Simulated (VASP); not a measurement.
# Li in VASP: single point with PBEsol

Aim: the single point of Li with PBEsol.

Everything below comes from runs of VASP 6.6.1. Logs are shortened: lines on timing, memory, paths and dates and some standing lists are left out, and cuts for length are marked.

## 1. The cell of the first run

The cell holds a slab with vacuum, 6 atoms: a = 4.850 Å, b = 4.850 Å, c = 24.950 Å, α = 90.00°, β = 90.00°, γ = 120.00°.

## 2. Single point, PBEsol

POSCAR

```
Li
1.0
    4.8503675482      0.0000000000      0.0000000000
   -2.4251837741      4.2005415145      0.0000000000
    0.0000000000      0.0000000000     24.9504000000
Li
6
Direct
    0.1666666665      0.3333333335      0.4007954651
    0.5000000005      0.9999999995      0.4404772790
    0.8333333335      0.6666666665      0.4801590929
    0.1666666665      0.3333333335      0.5198409068
    0.5000000005      0.9999999995      0.5595227210
    0.8333333335      0.6666666665      0.5992045349
```

INCAR.step1

```
SYSTEM = Li
  ALGO = Normal
  DIPOL = 0.5 0.5 0.500
  EDIFF = 1E-6
  ENCUT = 520
  GGA = PS
  IDIPOL = 3
  ISIF = 2
  ISMEAR = -1
  LASPH = .TRUE.
  LCHARG = .TRUE.
  LDIPOL = .TRUE.
  LREAL = .FALSE.
  LWAVE = .FALSE.
  NBANDS = 18
  NELM = 100
  PREC = Accurate
  SIGMA = 0.08
```

KPOINTS.step1

```
k-points
0
G
  8 8 1
  0 0 0
```

INCAR.step2

```
SYSTEM = Li
  ALGO = Normal
  DIPOL = 0.5 0.5 0.500
  EDIFF = 1E-6
  ENCUT = 520
  GGA = PS
  ICHARG = 11
  IDIPOL = 3
  ISIF = 2
  ISMEAR = -5
  LASPH = .TRUE.
  LCHARG = .FALSE.
  LDIPOL = .TRUE.
  LORBIT = 11
  LREAL = .FALSE.
  LWAVE = .FALSE.
  NBANDS = 18
  NEDOS = 2001
  NELM = 100
  PREC = Accurate
  SIGMA = 0.08
```

KPOINTS.step2

```
k-points
0
G
  12 12 1
  0 0 0
```

Potentials or basis: VASP PAW PBE potentials, release 64 (Li_sv).

On the command line:

```console
> cat potpaw_PBE.64/Li_sv/POTCAR > POTCAR
> cp INCAR.step1 INCAR
> cp KPOINTS.step1 KPOINTS
> mpirun -np 1 vasp_std > vasp.out
> cp INCAR.step2 INCAR
> cp KPOINTS.step2 KPOINTS
> mpirun -np 1 vasp_std > vasp.out
```

OUTCAR:

```text
SYSTEM = Li
   EDIFF = 1E-6
   ENCUT = 520
   GGA = PS
   ICHARG = 11
   ISIF = 2
   ISMEAR = -5
   LASPH = .TRUE.
   LORBIT = 11
   LREAL = .FALSE.
   NELM = 100
   PREC = Accurate

 ion  position               nearest neighbor table
   1  0.167  0.333  0.401-
   2  0.500  1.000  0.440-
   3  0.833  0.667  0.480-
   4  0.167  0.333  0.520-
   5  0.500  1.000  0.560-
   6  0.833  0.667  0.599-

  LATTYP: Found a hexagonal cell.
 ALAT       =     4.8503675482
 C/A-ratio  =     5.1440225410

  Lattice vectors:

 A1 = (   4.8503675482,   0.0000000000,   0.0000000000)
 A2 = (  -2.4251837741,   4.2005415145,   0.0000000000)
 A3 = (   0.0000000000,   0.0000000000,  24.9504000000)

Analysis of symmetry for initial positions (statically):
=====================================================================
 Subroutine PRICEL returns:
 Original cell was already a primitive cell.

 Routine SETGRP: Setting up the symmetry group for a
 hexagonal supercell.

 Subroutine GETGRP returns: Found 12 space group operations
 (whereof  4 operations were pure point group operations)
 out of a pool of 24 trial point group operations.

The static configuration has the point symmetry C_2h.
 The point group associated with its full space group is D_3d.

Analysis of symmetry for dynamics (positions and initial velocities):
=====================================================================
 Subroutine PRICEL returns:
 Original cell was already a primitive cell.

 Routine SETGRP: Setting up the symmetry group for a
 hexagonal supercell.

 Subroutine GETGRP returns: Found 12 space group operations
 (whereof  4 operations were pure point group operations)
 out of a pool of 24 trial point group operations.

The dynamic configuration has the point symmetry C_2h.
 The point group associated with its full space group is D_3d.

 Subroutine INISYM returns: Found 12 space group operations
 (whereof  4 operations are pure point group operations),
 and found     1 'primitive' translations

----------------------------------------------------------------------------------------

                                     Primitive cell

  volume of cell :     508.3437

  direct lattice vectors                    reciprocal lattice vectors
     4.850367548  0.000000000  0.000000000     0.206169943  0.119032272  0.000000000
    -2.425183774  4.200541515  0.000000000     0.000000000  0.238064544  0.000000000
     0.000000000  0.000000000 24.950400000     0.000000000  0.000000000  0.040079518

  length of vectors
     4.850367548  4.850367548 24.950400000     0.238064544  0.238064544  0.040079518

  position of ions in fractional coordinates (direct lattice)
     0.166666666  0.333333334  0.400795465
     0.500000001  0.999999999  0.440477279
     0.833333334  0.666666666  0.480159093
     0.166666666  0.333333334  0.519840907
     0.500000001  0.999999999  0.559522721
     0.833333334  0.666666666  0.599204535

  ion indices of the primitive-cell ions
   primitive index   ion index
                 1           1
                 2           2
                 3           3
                 4           4
                 5           5
                 6           6

----------------------------------------------------------------------------------------

 KPOINTS: k-points

Automatic generation of k-mesh.
 Grid dimensions read from file:
 generate k-points for:   12   12    1

 Generating k-lattice:

  Cartesian coordinates                     Fractional coordinates (reciprocal lattice)
     0.017180829  0.009919356  0.000000000     0.083333333  0.000000000  0.000000000
     0.000000000  0.019838712  0.000000000     0.000000000  0.083333333  0.000000000
     0.000000000  0.000000000  0.040079518     0.000000000  0.000000000  1.000000000

  Length of vectors
     0.019838712  0.019838712  0.040079518

  Shift w.r.t. Gamma in fractional coordinates (k-lattice)
     0.000000000  0.000000000  0.000000000

 TETIRR: Found     76 inequivalent tetrahedra from      864

 Subroutine IBZKPT returns following result:
 ===========================================

 Found     19 irreducible k-points:

 Following reciprocal coordinates:
            Coordinates               Weight
  0.000000  0.000000  0.000000      1.000000
  0.083333  0.000000  0.000000      6.000000
  0.166667  0.000000  0.000000      6.000000
  0.250000  0.000000  0.000000      6.000000
  0.333333  0.000000  0.000000      6.000000
  0.416667  0.000000  0.000000      6.000000
[... 11 lines left out ...]
  0.333333  0.250000  0.000000     12.000000
  0.333333  0.333333  0.000000      2.000000
   k-points           NKPTS =     19   k-points in BZ     NKDIM =     19   number of bands    NBANDS=     18
   number of dos      NEDOS =   2001   number of ions     NIONS =      6
   total plane-waves  NPLWV = 248832
   dimension x,y,z NGX =    36 NGY =   36 NGZ =  192
   dimension x,y,z NGXF=    72 NGYF=   72 NGZF=  384
   ions per type =               6
   NGX,Y,Z   is equivalent  to a cutoff of  12.34, 12.34, 12.79 a.u.
   NGXF,Y,Z  is equivalent  to a cutoff of  24.68, 24.68, 25.59 a.u.
 SYSTEM =  Li
   PREC   = accura    normal or accurate (medium, high low for compatibility)
   ISTART =      0    job   : 0-new  1-cont  2-samecut
   ICHARG =     11    charge: 1-file 2-atom 10-const
   ISPIN  =      1    spin polarized calculation?
   LNONCOLLINEAR =      F non collinear calculations
   LSORBIT =      F    spin-orbit coupling
   LASPH  =      T    aspherical Exc in radial PAW
   ENCUT  =  520.0 eV  38.22 Ry    6.18 a.u.   9.02  9.02 46.39*2*pi/ulx,y,z
   NELM   =    100;   NELMIN=  2; NELMDL=  0     # of ELM steps
   EDIFF  = 0.1E-05   stopping-criterion for ELM
   LREAL  =      F    real-space projection
   EDIFFG = 0.1E-04   stopping-criterion for IOM
   NSW    =      0    number of steps for IOM
   IBRION =     -1    ionic relax: 0-MD 1-quasi-New 2-CG
   NFREE  =      0    steps in history (QN), initial steepest desc. (CG)
   ISIF   =      2    stress and relaxation
   ISYM   =      2    0-nonsym 1-usesym 2-fastsym
   POTIM  = 0.5000    time-step for ionic-motion
   TEBEG  =    0.0;   TEEND  =   0.0 temperature during run
   PSTRESS=    0.0 pullay stress
   NELECT =      18.0000    total number of electrons
   NUPDOWN=      -1.0000    fix difference up-down
   EMIN   =  10.00;   EMAX   =-10.00  energy-range for DOS
   EFERMI =   0.00;   METHOD = LEGACY
   ISMEAR =    -5;   SIGMA  =   0.08  broadening in eV -4-tet -1-fermi 0-gaus
   EFERMI_NEDOS =   21; number of points for ismear=-14 and -15
   IALGO  =     38    algorithm
   IMIX   =      4    mixing-type and parameters
     AMIX     =   0.40;   BMIX     =  1.00
     AMIX_MAG =   1.60;   BMIX_MAG =  1.00
  volume/ion in A,a.u.               =      84.72       571.75
  Fermi-wavevector in a.u.,A,eV,Ry     =   0.537584  1.015887  3.932040  0.288997
  Thomas-Fermi vector in A             =   1.563425
   LORBIT       =     11    0 simple, 1 ext, 2 COOP (PROOUT), +10 PAW based schemes
   GGA     = PS    functional components
   LHFCALC =     F    Hartree Fock is set to
   AEXX    =    0.0000 exact exchange contribution
   IVDW    =     0    specifies the selected vdW correction
   LEPSILON=     F    determine dielectric tensor
   LRPA    =     F    only Hartree local field effects (RPA)
 non-spin polarized calculation
 Fermi weights with tetrahedron method with Bloechl corrections
  energy-cutoff  :      520.00
  volume of cell :      508.34
 maximum number of plane-waves:     13741
 NGX is ok and might be reduce to    36

 number of electron      18.0000041 magnetization

 dipolmoment           0.000000      0.000000     -0.000000 electrons x Angstroem

 Free energy of the ion-electron system (eV)
  ---------------------------------------------------
  ext. energy  EPLUGINS =         0.00000000
  ---------------------------------------------------
  free energy    TOTEN  =       -10.31032194 eV

  energy without entropy =      -10.31032194  energy(sigma->0) =      -10.31032194

 E-fermi :  -2.0058     XC(G=0):  -2.4733

 val. band max:       -2.0166902323   @ k =   0.1667   0.0833   0.0000
 cond. band min:      -2.0751380627   @ k =   0.5000   0.0000   0.0000
 fundamental gap:     -0.0584478303
 Fermi energy:        -2.0057544374

 k-point     1 :       0.0000    0.0000    0.0000
  band No.  band energies     occupation
      1     -49.0455      2.00000
      2     -49.0455      2.00000
      3     -48.3516      2.00000
      4     -48.3472      2.00000
      5     -47.9248      2.00000
      6     -47.9116      2.00000
[... 10 lines left out ...]
     17       1.1535      0.00000
     18       2.2232      0.00000

 k-point     2 :       0.0833    0.0000    0.0000
  band No.  band energies     occupation
      1     -49.0455      2.00000
      2     -49.0455      2.00000
      3     -48.3516      2.00000
      4     -48.3472      2.00000
      5     -47.9246      2.00000
      6     -47.9118      2.00000
[... 10 lines left out ...]
     17       1.4435      0.00000
     18       1.7956      0.00000
[... 337 lines left out ...]
 k-point    19 :       0.3333    0.3333    0.0000
  band No.  band energies     occupation
      1     -49.0455      2.00000
      2     -49.0455      2.00000
      3     -48.3516      2.00000
      4     -48.3473      2.00000
      5     -47.9183      2.00000
      6     -47.9183      2.00000
[... 10 lines left out ...]
     17       2.0252      0.00000
     18       2.5851      0.00000

------------------------ aborting loop because EDIFF is reached ----------------------------------------

 vacuum level on the upper side and lower side of the slab       (xc-potential included)        -0.166        -0.166

  FORCE on cell =-STRESS in cart. coord.  units (eV):
  Direction    XX          YY          ZZ          XY          YZ          ZX
  --------------------------------------------------------------------------------------
  -------------------------------------------------------------------------------------
  Total       -0.8498578     -0.8498578     -0.3870493      0.0000000     -0.0000000      0.0000000
  in kB       -2.6785477     -2.6785477     -1.2198866      0.0000000     -0.0000000      0.0000000
  external PRESSURE =      -2.1923274 kB  Pullay stress =       0.0000000 kB

 VOLUME and BASIS-vectors are now :
 -----------------------------------------------------------------------------
  energy-cutoff  :      520.00
  volume of cell :      508.34
      direct lattice vectors                 reciprocal lattice vectors
     4.850367548  0.000000000  0.000000000     0.206169943  0.119032272  0.000000000
    -2.425183774  4.200541515  0.000000000     0.000000000  0.238064544  0.000000000
     0.000000000  0.000000000 24.950400000     0.000000000  0.000000000  0.040079518

 POSITION                                       TOTAL-FORCE (eV/Angst)
 -----------------------------------------------------------------------------------
     -0.00000      1.40018     10.00001         0.000000      0.000000     -0.048851
      0.00000      4.20054     10.99008        -0.000000      0.000000      0.149262
      2.42518      2.80036     11.98016         0.000000     -0.000000     -0.055743
     -0.00000      1.40018     12.97024        -0.000000      0.000000      0.055743
      0.00000      4.20054     13.96032        -0.000000     -0.000000     -0.149262
      2.42518      2.80036     14.95039        -0.000000     -0.000000      0.048851
 -----------------------------------------------------------------------------------
    total drift:                               -0.000002      0.000001      0.000001

  FREE ENERGIE OF THE ION-ELECTRON SYSTEM (eV)
  ---------------------------------------------------
  free  energy   TOTEN  =       -10.3103219354 eV

  energy  without entropy=      -10.3103219354  energy(sigma->0) =      -10.31032194

 vacuum level on the upper side and lower side of the slab         0.821         0.821

 total charge

# of ion       s       p       d       tot
------------------------------------------
    1        2.030   0.025   0.000   2.055
    2        2.033   0.040   0.000   2.073
    3        2.030   0.045   0.000   2.075
    4        2.030   0.045   0.000   2.075
    5        2.033   0.040   0.000   2.073
    6        2.030   0.025   0.000   2.055
--------------------------------------------------
tot         12.185   0.221   0.000  12.406
```

It took 11 min on 1 thread of Intel Xeon 8259CL, shared host; peak memory 0.5 GiB.

Results:

```
Valence electrons inside the program's atomic spheres : Li 2.06, 2.07, 2.08 (each value once)
```

Caveat: the cutoff is under 1.25 times the usual one of these potentials, so pressure, stress and relaxed cells hold a basis-set (Pulay) error; the PAW data sets were made with another functional, which shifts forces and pressure a little.
